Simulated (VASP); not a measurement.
# Fe (I4_1/amd) in VASP: relaxation of cell and atoms with PBE

Aim: the relaxation of cell and atoms of Fe with PBE.

All numbers are computed with VASP 6.6.1; they aren't measurements. Logs are shortened: lines on timing, memory, paths and dates and some standing lists are left out, and cuts for length are marked.

### 1 The cell of the first run

It takes space group I4_1/amd (No. 141, tetragonal). Conventional cell: a = 3.690 Å, b = 3.690 Å, c = 2.046 Å, α = 90.00°, β = 90.00°, γ = 90.00°. Within 2.5 Å of Fe (site symmetry -4m2) lie 10 Fe at 1.91 to 2.40 Å.

### 2 Relaxation of cell and atoms, PBE, collinear spin, ferromagnetic start, target pressure 320 GPa, at which the enthalpy is minimised

Contents of INCAR:

```
SYSTEM = Fe
PREC = Accurate
ENCUT = 600
EDIFF = 1E-7
ISMEAR = -1
SIGMA = 0.1
LREAL = .False.
LASPH = .True.
NELM = 150
ALGO = Normal
ISIF = 3
LWAVE = .False.
LCHARG = .False.
ISPIN = 2
MAGMOM = 2.5 2.5
LORBIT = 11
LMAXMIX = 4
GGA = PE
IBRION = 2
NSW = 32
EDIFFG = -0.005
PSTRESS = 3200.0
```

Contents of KPOINTS:

```
Automatic mesh
0
Gamma
  21 21 21
  0 0 0
```

Contents of POSCAR:

```
Fe
1.0
   -1.8448577470      1.8448577470      1.0231273737
    1.8448577470     -1.8448577470      1.0231273737
    1.8448577470      1.8448577470     -1.0231273737
Fe
2
Direct
   -0.3750000000     -0.1250000000     -0.2500000000
    0.3750000000      0.1250000000      0.2500000000
```

Potentials or basis: VASP PAW PBE potentials, release 64 (Fe).

Started as:

```console
> cat potpaw_PBE.64/Fe/POTCAR > POTCAR
> mpirun -np 1 vasp_std > vasp.out
```

OUTCAR:

```text
SYSTEM = Fe
   PREC = Accurate
   ENCUT = 600
   EDIFF = 1E-7
   ISMEAR = -1
   LREAL = .False.
   LASPH = .True.
   NELM = 150
   ISIF = 3
   ISPIN = 2
   LORBIT = 11
   GGA = PE
   IBRION = 2
   NSW = 32
   EDIFFG = -0.005
   PSTRESS = 3200.0

 ion  position               nearest neighbor table
   1  0.625  0.875  0.750-   2 1.91   2 1.91   2 1.91   2 1.91   2 2.40   2 2.40   2 2.40   2 2.40

   2  0.375  0.125  0.250-   1 1.91   1 1.91   1 1.91   1 1.91   1 2.40   1 2.40   1 2.40   1 2.40

  LATTYP: Found a body centered tetragonal cell.
 ALAT       =     3.6897154940
 C/A-ratio  =     0.5545833414

  Lattice vectors:

 A1 = (  -1.8448577470,   1.8448577470,   1.0231273737)
 A2 = (   1.8448577470,  -1.8448577470,   1.0231273737)
 A3 = (   1.8448577470,   1.8448577470,  -1.0231273737)

Analysis of symmetry for initial positions (statically):
=====================================================================
 Subroutine PRICEL returns:
 Original cell was already a primitive cell.

 Routine SETGRP: Setting up the symmetry group for a
 body centered tetragonal supercell.

 Subroutine GETGRP returns: Found 16 space group operations
 (whereof  4 operations were pure point group operations)
 out of a pool of 16 trial point group operations.

The static configuration has the point symmetry C_2h.
 The point group associated with its full space group is D_4h.

Analysis of symmetry for dynamics (positions and initial velocities):
=====================================================================
 Subroutine PRICEL returns:
 Original cell was already a primitive cell.

 Routine SETGRP: Setting up the symmetry group for a
 body centered tetragonal supercell.

 Subroutine GETGRP returns: Found 16 space group operations
 (whereof  4 operations were pure point group operations)
 out of a pool of 16 trial point group operations.

The dynamic configuration has the point symmetry C_2h.
 The point group associated with its full space group is D_4h.

Analysis of structural, dynamic, and magnetic symmetry:
=====================================================================
 Subroutine PRICEL returns:
 Original cell was already a primitive cell.

 Routine SETGRP: Setting up the symmetry group for a
 body centered tetragonal supercell.

 Subroutine GETGRP returns: Found 16 space group operations
 (whereof  4 operations were pure point group operations)
 out of a pool of 16 trial point group operations.

The overall configuration has the point symmetry C_2h.
 The point group associated with its full space group is D_4h.

 Subroutine INISYM returns: Found 16 space group operations
 (whereof  4 operations are pure point group operations),
 and found     1 'primitive' translations

----------------------------------------------------------------------------------------

                                     Primitive cell

  volume of cell :      13.9289

  direct lattice vectors                    reciprocal lattice vectors
    -1.844857747  1.844857747  1.023127374     0.000000000  0.271023606  0.488697706
     1.844857747 -1.844857747  1.023127374     0.271023606  0.000000000  0.488697706
     1.844857747  1.844857747 -1.023127374     0.271023606  0.271023606  0.000000000

  length of vectors
     2.802461389  2.802461389  2.802461389     0.558819508  0.558819508  0.383285260

  position of ions in fractional coordinates (direct lattice)
     0.625000000  0.875000000  0.750000000
     0.375000000  0.125000000  0.250000000

  ion indices of the primitive-cell ions
   primitive index   ion index
                 1           1
                 2           2

----------------------------------------------------------------------------------------

 KPOINTS: Automatic mesh

Automatic generation of k-mesh.
 Grid dimensions read from file:
 generate k-points for:   21   21   21

 Generating k-lattice:

  Cartesian coordinates                     Fractional coordinates (reciprocal lattice)
     0.000000000  0.012905886  0.023271319     0.047619048  0.000000000  0.000000000
     0.012905886  0.000000000  0.023271319     0.000000000  0.047619048  0.000000000
     0.012905886  0.012905886  0.000000000     0.000000000  0.000000000  0.047619048

  Length of vectors
     0.026610453  0.026610453  0.018251679

  Shift w.r.t. Gamma in fractional coordinates (k-lattice)
     0.000000000  0.000000000  0.000000000

 Subroutine IBZKPT returns following result:
 ===========================================

 Found    726 irreducible k-points:

 Following reciprocal coordinates:
            Coordinates               Weight
  0.000000  0.000000  0.000000      1.000000
  0.047619 -0.000000  0.000000      8.000000
  0.095238 -0.000000  0.000000      8.000000
  0.142857 -0.000000  0.000000      8.000000
  0.190476 -0.000000  0.000000      8.000000
  0.238095 -0.000000  0.000000      8.000000
[... 16 lines left out ...]
 -0.428571  0.047619 -0.000000     16.000000
 -0.380952  0.047619 -0.000000     16.000000
 [... further k-points ...]
   k-points           NKPTS =    726   k-points in BZ     NKDIM =    726   number of bands    NBANDS=     15
   number of dos      NEDOS =    301   number of ions     NIONS =      2
   total plane-waves  NPLWV =  13824
   dimension x,y,z NGX =    24 NGY =   24 NGZ =   24
   dimension x,y,z NGXF=    48 NGYF=   48 NGZF=   48
   ions per type =               2
   NGX,Y,Z   is equivalent  to a cutoff of  14.24, 14.24, 14.24 a.u.
   NGXF,Y,Z  is equivalent  to a cutoff of  28.47, 28.47, 28.47 a.u.
 SYSTEM =  Fe
   PREC   = accura    normal or accurate (medium, high low for compatibility)
   ISTART =      0    job   : 0-new  1-cont  2-samecut
   ICHARG =      2    charge: 1-file 2-atom 10-const
   ISPIN  =      2    spin polarized calculation?
   LNONCOLLINEAR =      F non collinear calculations
   LSORBIT =      F    spin-orbit coupling
   LASPH  =      T    aspherical Exc in radial PAW
   ENCUT  =  600.0 eV  44.10 Ry    6.64 a.u.   5.60  5.60  5.60*2*pi/ulx,y,z
   NELM   =    150;   NELMIN=  2; NELMDL= -5     # of ELM steps
   EDIFF  = 0.1E-06   stopping-criterion for ELM
   LREAL  =      F    real-space projection
   EDIFFG = -.5E-02   stopping-criterion for IOM
   NSW    =     32    number of steps for IOM
   IBRION =      2    ionic relax: 0-MD 1-quasi-New 2-CG
   NFREE  =      1    steps in history (QN), initial steepest desc. (CG)
   ISIF   =      3    stress and relaxation
   ISYM   =      2    0-nonsym 1-usesym 2-fastsym
   POTIM  = 0.5000    time-step for ionic-motion
   TEBEG  =    0.0;   TEEND  =   0.0 temperature during run
   PSTRESS= 3200.0 pullay stress
   NELECT =      16.0000    total number of electrons
   NUPDOWN=      -1.0000    fix difference up-down
   EMIN   =  10.00;   EMAX   =-10.00  energy-range for DOS
   EFERMI =   0.00;   METHOD = LEGACY
   ISMEAR =    -1;   SIGMA  =   0.10  broadening in eV -4-tet -1-fermi 0-gaus
   EFERMI_NEDOS =   21; number of points for ismear=-14 and -15
   IALGO  =     38    algorithm
   IMIX   =      4    mixing-type and parameters
     AMIX     =   0.40;   BMIX     =  1.00
     AMIX_MAG =   1.60;   BMIX_MAG =  1.00
  volume/ion in A,a.u.               =       6.96        47.00
  Fermi-wavevector in a.u.,A,eV,Ry     =   1.714522  3.239976 39.995481  2.939585
  Thomas-Fermi vector in A             =   2.792064
   LORBIT       =     11    0 simple, 1 ext, 2 COOP (PROOUT), +10 PAW based schemes
   GGA     = PE    functional components
   LHFCALC =     F    Hartree Fock is set to
   AEXX    =    0.0000 exact exchange contribution
   IVDW    =     0    specifies the selected vdW correction
   LEPSILON=     F    determine dielectric tensor
   LRPA    =     F    only Hartree local field effects (RPA)
 conjugate gradient relaxation of ions
 spin polarized calculation
  energy-cutoff  :      600.00
  volume of cell :       13.93
 maximum number of plane-waves:       485
   NGX = 11   NGY = 11   NGZ = 11

--------------------------------------- Ionic step        1  -------------------------------------------

 number of electron      15.9999999 magnetization      -0.0013206

 number of electron      15.9999999 magnetization       0.0004301

 Free energy of the ion-electron system (eV)
  ---------------------------------------------------
  ext. energy  EPLUGINS =         0.00000000
  ---------------------------------------------------
  free energy    TOTEN  =        -9.46106167 eV

  energy without entropy =       -9.35712259  energy(sigma->0) =       -9.40909213

------------------------ aborting loop because EDIFF is reached ----------------------------------------

  FORCE on cell =-STRESS in cart. coord.  units (eV):
  Direction    XX          YY          ZZ          XY          YZ          ZX
  --------------------------------------------------------------------------------------
  -------------------------------------------------------------------------------------
  Total       26.9712358     26.9712358     27.7447868     -0.0000000      0.0000000     -0.0000000
  in kB     3102.3869405   3102.3869405   3191.3652430     -0.0000000      0.0000000     -0.0000000
  external PRESSURE =     -67.9536253 kB  Pullay stress =    3200.0000000 kB
[... 259 lines left out ...]
 number of electron      15.9999996 magnetization       0.0000046

 number of electron      15.9999996 magnetization      -0.0000036

 Free energy of the ion-electron system (eV)
  ---------------------------------------------------
  ext. energy  EPLUGINS =         0.00000000
  ---------------------------------------------------
  free energy    TOTEN  =        -9.32667150 eV

  energy without entropy =       -9.22464230  energy(sigma->0) =       -9.27565690

 E-fermi :  12.6403     XC(G=0): -16.0882

 val. band max:       12.6402528163   @ k =  -0.2381   0.4286   0.0952
 cond. band min:      12.6409450153   @ k =  -0.4286   0.4286   0.2857
 fundamental gap:      0.0006921990
 Fermi energy:        12.6402589293

 spin component 1

 k-point     1 :       0.0000    0.0000    0.0000
  band No.  band energies     occupation
      1       1.3490      1.00000
      2       3.0620      1.00000
      3       6.2105      1.00000
      4       7.2816      1.00000
      5       8.1495      1.00000
      6      12.0849      0.99614
      7      12.0849      0.99614
      8      12.1730      0.99074
      9      12.1730      0.99074
     10      14.9177      0.00000
     11      16.2510      0.00000
     12      23.5734      0.00000
     13      23.5734      0.00000
     14      31.6547      0.00000
[... 403 lines left out ...]
      4       8.0746      1.00000
      5       8.8184      1.00000
      6      10.0544      1.00000
      7      11.4301      0.99999
      8      12.6723      0.42061
      9      13.3861      0.00058
     10      13.7313      0.00002
     11      15.1141      0.00000
     12      24.9852      0.00000
     13      26.9431      0.00000
     14      28.5683      0.00000
     15      33.2845      0.00000

 [... further k-points ...]

 spin component 2

 k-point     1 :       0.0000    0.0000    0.0000
  band No.  band energies     occupation
      1       1.3490      1.00000
      2       3.0620      1.00000
      3       6.2105      1.00000
      4       7.2816      1.00000
      5       8.1495      1.00000
      6      12.0849      0.99614
      7      12.0849      0.99614
      8      12.1730      0.99074
      9      12.1730      0.99074
     10      14.9177      0.00000
     11      16.2510      0.00000
     12      23.5734      0.00000
     13      23.5734      0.00000
     14      31.6547      0.00000
[... 448 lines left out ...]
  energy  without entropy=       -9.2246422966  energy(sigma->0) =       -9.27565690

  enthalpy is  TOTEN    =        18.3543980167 eV   P V=       27.6810695217

 reached required accuracy - stopping structural energy minimisation

 total charge

# of ion       s       p       d       tot
------------------------------------------
    1        0.780   1.033   7.205   9.018
    2        0.780   1.033   7.205   9.018
--------------------------------------------------
tot          1.560   2.066  14.409  18.036

 magnetization (x)

# of ion       s       p       d       tot
------------------------------------------
    1        0.000   0.000   0.000   0.000
    2        0.000   0.000   0.000   0.000
--------------------------------------------------
tot          0.000   0.000   0.000   0.000
```

It took 49 min on 1 thread of Oxide Virtual Turin-like, shared host; peak memory 0.38 GiB.

Results:

```
Free energy                                                : -9.3267 eV
Relaxed volume                                             : 6.93 Å³/atom
Relaxed cell                                               : a = 2.792 Å, b = 2.792 Å, c = 2.792 Å, α = 97.81°, β = 97.81°, γ = 136.73°
Space group after relaxing (to 0.1 Å)                      : I4_1/amd (No. 141)
Energy change on relaxing (the run minimises the enthalpy) : +67.2 meV/atom
Ionic steps                                                : 8
Pressure after relaxing                                    : 320.0 GPa
Band gap on the k mesh                                     : zero (filled and empty bands overlap)
Net moment                                                 : 0.00 μB per cell
```

Stress tensor (GPa, compression positive):
```
320.03   0.00   0.00
  0.00 320.03   0.00
  0.00   0.00 319.90
```

Step by step:
| step | energy change (eV) | largest force (eV/Å) | pressure (GPa) | volume (Å³) |
| --- | --- | --- | --- | --- |
| 1 | 0.0000 | 0.0000 | 313.20 | 13.93 |
| 2 | 1.2581 | 0.0000 | 374.04 | 13.34 |
| 3 | 0.1747 | 0.0000 | 321.72 | 13.84 |
| 4 | 0.1007 | 0.0000 | 318.47 | 13.88 |
| 5 | 0.1299 | 0.0000 | 319.77 | 13.86 |
| 6 | 0.1290 | 0.0000 | 319.73 | 13.86 |
| 7 | 0.1614 | 0.0000 | 321.30 | 13.85 |
| 8 | 0.1344 | 0.0000 | 319.99 | 13.86 |

Final structure:
```yaml
crystal:
  lattice:
    - [-1.83485, 1.83485, 1.02916]
    - [1.83485, -1.83485, 1.02916]
    - [1.83485, 1.83485, -1.02916]
  atoms:
    - { symbol: Fe, position: [0.62500, 0.87500, 0.75000] }
    - { symbol: Fe, position: [0.37500, 0.12500, 0.25000] }
```

Caveat: the cell is relaxed towards a set pressure, so the run minimises the enthalpy, not the energy; atoms lie so close that the PAW spheres overlap strongly, which falsifies energies and pressures; the moments typed at the start vanished in this run.
